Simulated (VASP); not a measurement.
# AsI (Fm-3m) in VASP: further runs

AsI is run at these levels: PBE; tasks: single point.

Everything below comes from runs of VASP 6.6.1. Logs are shortened: lines on timing, memory, paths and dates and some standing lists are left out, and cuts for length are marked.

## Step 1: The cell of the first run

Symmetry: Fm-3m, No. 225, cubic system. The conventional cell has a = 6.359 Å, b = 6.359 Å, c = 6.359 Å, α = 90.00°, β = 90.00°, γ = 90.00°. As (site symmetry m-3m) has 6 I at 3.18 Å within 4.2 Å. I (site symmetry m-3m) has 6 As at 3.18 Å within 4.2 Å.

## Step 2: Single point, PBE

Contents of INCAR:

```
SYSTEM = AsI
PREC = Accurate
ENCUT = 520
EDIFF = 1E-6
ISMEAR = 0
SIGMA = 0.1
LREAL = .FALSE.
LASPH = .TRUE.
NELM = 100
ALGO = Normal
ISIF = 2
LWAVE = .FALSE.
LCHARG = .FALSE.
GGA = PE
NBANDS = 13
```

Contents of KPOINTS:

```
regular mesh
0
G
  6 6 6
  0 0 0
```

Contents of POSCAR:

```
AsI
1.0
    0.0000000000      3.1794891932      3.1794891932
    3.1794891932      0.0000000000      3.1794891932
    3.1794891932      3.1794891932      0.0000000000
As I
1 1
Direct
    0.0000000000      0.0000000000      0.0000000000
    0.5000000000      0.5000000000      0.5000000000
```

Potentials or basis: VASP PAW PBE potentials, release 64 (As, I).

Run with:

```console
> cat potpaw_PBE.64/As/POTCAR potpaw_PBE.64/I/POTCAR > POTCAR
> mpirun -np 1 vasp_std > vasp.out
```

OUTCAR:

```text
SYSTEM = AsI
   PREC = Accurate
   ENCUT = 520
   EDIFF = 1E-6
   ISMEAR = 0
   LREAL = .FALSE.
   LASPH = .TRUE.
   NELM = 100
   ISIF = 2
   GGA = PE

 ion  position               nearest neighbor table
   1  0.000  0.000  0.000-   2 3.18   2 3.18   2 3.18   2 3.18   2 3.18   2 3.18
   2  0.500  0.500  0.500-   1 3.18   1 3.18   1 3.18   1 3.18   1 3.18   1 3.18

  LATTYP: Found a face centered cubic cell.
 ALAT       =     6.3589783864

  Lattice vectors:

 A1 = (   0.0000000000,   3.1794891932,   3.1794891932)
 A2 = (   3.1794891932,   0.0000000000,   3.1794891932)
 A3 = (   3.1794891932,   3.1794891932,   0.0000000000)

Analysis of symmetry for initial positions (statically):
=====================================================================
 Subroutine PRICEL returns:
 Original cell was already a primitive cell.

 Routine SETGRP: Setting up the symmetry group for a
 face centered cubic supercell.

 Subroutine GETGRP returns: Found 48 space group operations
 (whereof 48 operations were pure point group operations)
 out of a pool of 48 trial point group operations.

The static configuration has the point symmetry O_h .

Analysis of symmetry for dynamics (positions and initial velocities):
=====================================================================
 Subroutine PRICEL returns:
 Original cell was already a primitive cell.

 Routine SETGRP: Setting up the symmetry group for a
 face centered cubic supercell.

 Subroutine GETGRP returns: Found 48 space group operations
 (whereof 48 operations were pure point group operations)
 out of a pool of 48 trial point group operations.

The dynamic configuration has the point symmetry O_h .

 Subroutine INISYM returns: Found 48 space group operations
 (whereof 48 operations are pure point group operations),
 and found     1 'primitive' translations

----------------------------------------------------------------------------------------

                                     Primitive cell

  volume of cell :      64.2839

  direct lattice vectors                    reciprocal lattice vectors
     0.000000000  3.179489193  3.179489193    -0.157257965  0.157257965  0.157257965
     3.179489193  0.000000000  3.179489193     0.157257965 -0.157257965  0.157257965
     3.179489193  3.179489193  0.000000000     0.157257965  0.157257965 -0.157257965

  length of vectors
     4.496476738  4.496476738  4.496476738     0.272378785  0.272378785  0.272378785

  position of ions in fractional coordinates (direct lattice)
     0.000000000  0.000000000  0.000000000
     0.500000000  0.500000000  0.500000000

  ion indices of the primitive-cell ions
   primitive index   ion index
                 1           1
                 2           2

----------------------------------------------------------------------------------------

 KPOINTS: regular mesh

Automatic generation of k-mesh.
 Grid dimensions read from file:
 generate k-points for:    6    6    6

 Generating k-lattice:

  Cartesian coordinates                     Fractional coordinates (reciprocal lattice)
    -0.026209661  0.026209661  0.026209661     0.166666667  0.000000000  0.000000000
     0.026209661 -0.026209661  0.026209661     0.000000000  0.166666667  0.000000000
     0.026209661  0.026209661 -0.026209661     0.000000000  0.000000000  0.166666667

  Length of vectors
     0.045396464  0.045396464  0.045396464

  Shift w.r.t. Gamma in fractional coordinates (k-lattice)
     0.000000000  0.000000000  0.000000000

 Subroutine IBZKPT returns following result:
 ===========================================

 Found     16 irreducible k-points:

 Following reciprocal coordinates:
            Coordinates               Weight
  0.000000  0.000000  0.000000      1.000000
  0.166667  0.000000  0.000000      8.000000
  0.333333  0.000000  0.000000      8.000000
  0.500000  0.000000  0.000000      4.000000
  0.166667  0.166667  0.000000      6.000000
  0.333333  0.166667  0.000000     24.000000
[... 8 lines left out ...]
 -0.333333  0.333333  0.166667     24.000000
 -0.333333  0.500000  0.166667     12.000000
   k-points           NKPTS =     16   k-points in BZ     NKDIM =     16   number of bands    NBANDS=     13
   number of dos      NEDOS =    301   number of ions     NIONS =      2
   total plane-waves  NPLWV =  46656
   dimension x,y,z NGX =    36 NGY =   36 NGZ =   36
   dimension x,y,z NGXF=    72 NGYF=   72 NGZF=   72
   ions per type =               1   1
   NGX,Y,Z   is equivalent  to a cutoff of  13.31, 13.31, 13.31 a.u.
   NGXF,Y,Z  is equivalent  to a cutoff of  26.62, 26.62, 26.62 a.u.
 SYSTEM =  AsI
   PREC   = accura    normal or accurate (medium, high low for compatibility)
   ISTART =      0    job   : 0-new  1-cont  2-samecut
   ICHARG =      2    charge: 1-file 2-atom 10-const
   ISPIN  =      1    spin polarized calculation?
   LNONCOLLINEAR =      F non collinear calculations
   LSORBIT =      F    spin-orbit coupling
   LASPH  =      T    aspherical Exc in radial PAW
   ENCUT  =  520.0 eV  38.22 Ry    6.18 a.u.   8.36  8.36  8.36*2*pi/ulx,y,z
   NELM   =    100;   NELMIN=  2; NELMDL= -5     # of ELM steps
   EDIFF  = 0.1E-05   stopping-criterion for ELM
   LREAL  =      F    real-space projection
   EDIFFG = 0.1E-04   stopping-criterion for IOM
   NSW    =      0    number of steps for IOM
   IBRION =     -1    ionic relax: 0-MD 1-quasi-New 2-CG
   NFREE  =      0    steps in history (QN), initial steepest desc. (CG)
   ISIF   =      2    stress and relaxation
   ISYM   =      2    0-nonsym 1-usesym 2-fastsym
   POTIM  = 0.5000    time-step for ionic-motion
   TEBEG  =    0.0;   TEEND  =   0.0 temperature during run
   PSTRESS=    0.0 pullay stress
   NELECT =      12.0000    total number of electrons
   NUPDOWN=      -1.0000    fix difference up-down
   EMIN   =  10.00;   EMAX   =-10.00  energy-range for DOS
   EFERMI =   0.00;   METHOD = LEGACY
   ISMEAR =     0;   SIGMA  =   0.10  broadening in eV -4-tet -1-fermi 0-gaus
   EFERMI_NEDOS =   21; number of points for ismear=-14 and -15
   IALGO  =     38    algorithm
   IMIX   =      4    mixing-type and parameters
     AMIX     =   0.40;   BMIX     =  1.00
     AMIX_MAG =   1.60;   BMIX_MAG =  1.00
  volume/ion in A,a.u.               =      32.14       216.90
  Fermi-wavevector in a.u.,A,eV,Ry     =   0.935624  1.768072 11.910428  0.875392
  Thomas-Fermi vector in A             =   2.062550
   LORBIT       =      0    0 simple, 1 ext, 2 COOP (PROOUT), +10 PAW based schemes
   GGA     = PE    functional components
   LHFCALC =     F    Hartree Fock is set to
   AEXX    =    0.0000 exact exchange contribution
   IVDW    =     0    specifies the selected vdW correction
   LEPSILON=     F    determine dielectric tensor
   LRPA    =     F    only Hartree local field effects (RPA)
 non-spin polarized calculation
 Gauss-broadening in eV      SIGMA  =   0.10
  energy-cutoff  :      520.00
  volume of cell :       64.28
 maximum number of plane-waves:      1759
 NGX is ok and might be reduce to    36
   NGX = 17   NGY = 17   NGZ = 17

 number of electron      12.0000000 magnetization

 Free energy of the ion-electron system (eV)
  ---------------------------------------------------
  ext. energy  EPLUGINS =         0.00000000
  ---------------------------------------------------
  free energy    TOTEN  =        -5.05995597 eV

  energy without entropy =       -5.04824025  energy(sigma->0) =       -5.05409811

 E-fermi :   4.2952     XC(G=0):  -8.8810

 val. band max:        4.2467375692   @ k =   0.5000   0.1667   0.0000
 cond. band min:       4.2962262624   @ k =   0.5000   0.1667   0.0000
 fundamental gap:      0.0494886932
 Fermi energy:         4.2952296419

 k-point     1 :       0.0000    0.0000    0.0000
  band No.  band energies     occupation
      1     -10.0345      2.00000
      2      -4.6969      2.00000
      3       1.1341      2.00000
      4       1.1341      2.00000
      5       1.1341      2.00000
      6       5.4336      0.00000
      7       5.4336      0.00000
      8       5.4336      0.00000
      9       9.4528      0.00000
     10       9.4528      0.00000
     11       9.4528      0.00000
     12      10.4504      0.00000
     13      10.9186      0.00000

 k-point     2 :       0.1667    0.0000    0.0000
  band No.  band energies     occupation
      1      -9.8725      2.00000
      2      -5.0639      2.00000
      3       1.1830      2.00000
      4       1.1830      2.00000
      5       1.2710      2.00000
      6       4.7582      0.00000
      7       4.8346      0.00000
      8       4.8346      0.00000
      9       9.4429      0.00000
     10       9.9427      0.00000
     11       9.9427      0.00000
     12      11.5640      0.00000
     13      12.0162      0.00000

 k-point     3 :       0.3333    0.0000    0.0000
  band No.  band energies     occupation
      1      -9.4765      2.00000
      2      -5.8317      2.00000
      3       1.3307      2.00000
      4       1.3307      2.00000
      5       1.5539      2.00000
      6       3.7058      2.00000
      7       3.8722      2.00000
      8       3.8722      2.00000
      9      10.2121      0.00000
     10      11.3448      0.00000
     11      11.3448      0.00000
     12      13.1561      0.00000
     13      14.4159      0.00000

 k-point     4 :       0.5000    0.0000    0.0000
  band No.  band energies     occupation
      1      -9.2164      2.00000
      2      -6.2626      2.00000
      3       1.4479      2.00000
      4       1.4479      2.00000
      5       1.7435      2.00000
      6       3.2023      2.00000
      7       3.4253      2.00000
      8       3.4253      2.00000
      9      11.9073      0.00000
     10      11.9227      0.00000
     11      13.3043      0.00000
     12      13.3043      0.00000
     13      13.7405      0.00000

 k-point     5 :       0.1667    0.1667    0.0000
  band No.  band energies     occupation
      1      -9.8239      2.00000
      2      -5.1045      2.00000
      3       0.7970      2.00000
      4       0.7970      2.00000
      5       1.7811      2.00000
      6       3.7015      2.00000
      7       5.6148      0.00000
      8       5.6148      0.00000
      9       8.5621      0.00000
     10      10.6014      0.00000
     11      10.6014      0.00000
     12      10.9570      0.00000
     13      11.2192      0.00000
[... 129 lines left out ...]
 k-point    14 :       0.5000    0.3333    0.1667
  band No.  band energies     occupation
      1      -9.2527      2.00000
      2      -5.8632      2.00000
      3      -0.1736      2.00000
      4       0.0968      2.00000
      5       1.2795      2.00000
      6       4.1119      1.99048
      7       5.1351      0.00000
      8       6.2671      0.00000
      9       8.7654      0.00000
     10      12.0156      0.00000
     11      12.7742      0.00000
     12      12.8067      0.00000
     13      14.4504      0.00000

 k-point    15 :      -0.3333    0.3333    0.1667
  band No.  band energies     occupation
      1      -9.0991      2.00000
      2      -6.0132      2.00000
      3      -0.4208      2.00000
      4      -0.3683      2.00000
      5       1.6764      2.00000
      6       3.5422      2.00000
      7       6.0378      0.00000
      8       6.0899      0.00000
      9      10.0968      0.00000
     10      10.1414      0.00000
     11      13.9050      0.00000
     12      13.9840      0.00000
     13      14.7044      0.00000

 k-point    16 :      -0.3333    0.5000    0.1667
  band No.  band energies     occupation
      1      -9.0759      2.00000
      2      -5.8411      2.00000
      3      -1.0869      2.00000
      4      -0.4284      2.00000
      5       1.0834      2.00000
      6       4.4513      0.02727
      7       6.5562      0.00000
      8       7.0239      0.00000
      9       8.4434      0.00000
     10      11.3666      0.00000
     11      13.2317      0.00000
     12      14.2178      0.00000
     13      15.5144      0.00000

------------------------ aborting loop because EDIFF is reached ----------------------------------------

  FORCE on cell =-STRESS in cart. coord.  units (eV):
  Direction    XX          YY          ZZ          XY          YZ          ZX
  --------------------------------------------------------------------------------------
  -------------------------------------------------------------------------------------
  Total       -1.3030803     -1.3030803     -1.3030803      0.0000000      0.0000000     -0.0000000
  in kB      -32.4772852    -32.4772852    -32.4772852      0.0000000      0.0000000     -0.0000000
  external PRESSURE =     -32.4772852 kB  Pullay stress =       0.0000000 kB

 VOLUME and BASIS-vectors are now :
 -----------------------------------------------------------------------------
  energy-cutoff  :      520.00
  volume of cell :       64.28
      direct lattice vectors                 reciprocal lattice vectors
     0.000000000  3.179489193  3.179489193    -0.157257965  0.157257965  0.157257965
     3.179489193  0.000000000  3.179489193     0.157257965 -0.157257965  0.157257965
     3.179489193  3.179489193  0.000000000     0.157257965  0.157257965 -0.157257965

 POSITION                                       TOTAL-FORCE (eV/Angst)
 -----------------------------------------------------------------------------------
      0.00000      0.00000      0.00000        -0.000000      0.000000     -0.000000
      3.17949      3.17949      3.17949         0.000000     -0.000000      0.000000
 -----------------------------------------------------------------------------------
    total drift:                                0.000000      0.000000      0.000000

  FREE ENERGIE OF THE ION-ELECTRON SYSTEM (eV)
  ---------------------------------------------------
  free  energy   TOTEN  =        -5.0599559656 eV

  energy  without entropy=       -5.0482402501  energy(sigma->0) =       -5.05409811
```

Run time: 13 s. Hardware: 1 thread of Intel Xeon Platinum 8259CL at 2.50GHz (Skylake/Cascade Lake), shared host; peak memory 0.2 GiB.

What came out:

* Free energy: -5.0600 eV
* Pressure: -3.2 GPa
* Band gap on the k mesh: zero (band 6 reaches 6.39 eV, above the bottom of band 7 at 3.43 eV)

Levels at points of the mesh, in eV from the Fermi level:
| k point | band 2 | band 3 | band 4 | band 5 | band 6 | band 7 | band 8 | band 9 | band 10 | band 11 |
| --- | --- | --- | --- | --- | --- | --- | --- | --- | --- | --- |
| (0.00, 0.00, 0.00) | -8.99 | -3.16 | -3.16 | -3.16 | 1.14 | 1.14 | 1.14 | 5.16 | 5.16 | 5.16 |
| (0.50, 0.00, 0.00) | -10.56 | -2.85 | -2.85 | -2.55 | -1.09 | -0.87 | -0.87 | 7.61 | 7.63 | 9.01 |
| (0.50, 0.50, 0.00) | -9.89 | -5.65 | -4.30 | -4.30 | 2.09 | 2.09 | 2.92 | 3.01 | 8.30 | 9.04 |

Caveat: spin-orbit coupling is left out, which moves the levels of the heavy elements.

(Continued in part 2 of 2.)
